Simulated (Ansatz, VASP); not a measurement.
# Two plane-wave programs on BN

Contents of POSCAR:

```
BN
1.0
    0.0000000000      1.8048137558      1.8589581685
    1.8048137558      0.0000000000      1.8589581685
    1.8048137558      1.8048137558      0.0000000000
B N
1 1
Direct
    0.0000000000      0.0000000000      0.0000000000
    0.7500000000      0.7500000000      0.7500000000
```

Contents of INCAR.step1:

```
SYSTEM = BN
PREC = Accurate ; ENCUT = 1460
ISMEAR = 0 ; SIGMA = 0.05
LREAL = .FALSE. ; LASPH = .TRUE.
NELM = 120 ; NBANDS = 11
GGA = PE ; ALGO = Normal
EDIFF = 1E-5 ; LWAVE = .TRUE.
LCHARG = .FALSE. ; GGA_COMPAT = .FALSE.
```

Contents of INCAR.step2:

```
SYSTEM = BN
PREC = Accurate ; ENCUT = 1460
EDIFF = 1E-6 ; ISMEAR = 0
SIGMA = 0.05 ; LREAL = .FALSE.
LASPH = .TRUE. ; NELM = 120
ALGO = Normal ; ISIF = 2
LWAVE = .FALSE. ; LCHARG = .FALSE.
METAGGA = R2SCAN ; LMIXTAU = .TRUE.
NBANDS = 11 ; ISTART = 1
GGA_COMPAT = .FALSE.
```

File KPOINTS:

```
regular mesh
0
G
  12 12 12
  0 0 0
```

Input for Ansatz:

```yaml
crystal:
  lattice:
    - [0.0, 1.8048137558, 1.8589581685]
    - [1.8048137558, 0.0, 1.8589581685]
    - [1.8048137558, 1.8048137558, 0.0]
  atoms:
    - { symbol: B, position: [0.0, 0.0, 0.0] }
    - { symbol: "N", position: [0.75, 0.75, 0.75] }
basis:
  ecutwfc: 500
kpoints:
  mp_grid: { grid: [12, 12, 12] }
hamiltonian:
  xc: r2scan
scf:
  occupations: { method: gaussian, width: 0.05 }
output:
  forces: true
  stress: true
  eigenvalues: true
```

Change from the starting cell: strain +0.0300 x Voigt [0, 0, 1, 0, 0, 0], atoms carried along.

Alike in both runs: task single point; functional r2SCAN; k mesh 12 × 12 × 12; occupations gaussian, width 0.05 eV; no spin polarisation.

|  | VASP | Ansatz |
| --- | --- | --- |
| version | VASP 6.6.1 | Ansatz 0.2.0 |
| potentials or method | VASP PAW PBE potentials, release 64 (B_h, N_h), cutoff 1460 eV | scalar-relativistic, plane waves, PAW |
| valence electrons in the cell | 8 | 8 |

|  | VASP | Ansatz | Ansatz less VASP |
| --- | --- | --- | --- |
| gap on the k mesh at the Fermi level (eV) | 4.69 | 4.70 | +0.005 |
| least direct gap on the mesh (eV) | 9.26 | 9.27 | +0.016 |
| pressure (GPa) | -11.4 | -10.9 | +0.41 |
| traceless stress, the component that is largest in VASP (GPa) | -12.95 | -12.92 | +0.026 |

VASP's potentials were made for PBE, not for r2SCAN.
